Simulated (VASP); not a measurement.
The system is ErBe.

```
CELL_PARAMETERS angstrom
2.51462 0.00000 0.00000
-1.25731 2.17772 0.00000
0.00000 0.00000 6.19050
ATOMIC_POSITIONS crystal
Er 0.00000 0.00000 0.35167
Be 0.00000 0.00000 0.93119
```

The cell was generated, and may not be a known phase.

* Program: VASP 6.6.1
* Task: relaxation of cell and atoms
* Functional: PBE
* Potentials or basis: VASP PAW PBE potentials, release 64 (Er_3, Be), 4f in core
* Cutoff: 600 eV
* k mesh: 9 × 9 × 3
* Occupations: gaussian, width 0.2 eV
* Spin: no spin polarisation

At the start: pressure 26.7 GPa; volume 16.95 Å³/atom.

**Question.** Where does the relaxation end?

**Answer.** Over 12 steps the energy falls by 918.8 meV/atom and the volume is 22.85 Å³/atom (+34.8 %); space group P6mm (No. 183, to 0.1 Å) before, P6/mmm (No. 191, to 0.1 Å).

Step by step:
```csv
step,energy change (eV),largest force (eV/Å),pressure (GPa),volume (Å³)
1,0.0000,1.3632,26.65,33.90
2,-1.6280,0.7474,-0.76,48.99
3,-1.6351,0.7301,-1.28,49.86
4,-1.6353,0.6996,-2.22,51.60
5,-1.6373,0.7174,-1.67,50.54
6,-1.7126,0.6906,-1.34,49.02
7,-1.7981,0.2116,1.48,44.53
8,-1.8057,0.4686,0.29,45.83
9,-1.8075,0.3959,0.65,45.38
10,-1.8344,0.1504,0.35,45.16
11,-1.8359,0.0578,0.36,45.20
12,-1.8376,0.0146,-0.12,45.70
```

Final structure:
```
Er Be
1.0
     3.04873    0.00000    0.00000
    -1.52437    2.64028    0.00000
     0.00000    0.00000    5.67715
Er Be
1 1
Direct
  0.00000 0.00000 0.39109
  0.00000 0.00000 0.89176
```

Caveat: the volume moved by over 15 % at a fixed basis, so the end points are rough.
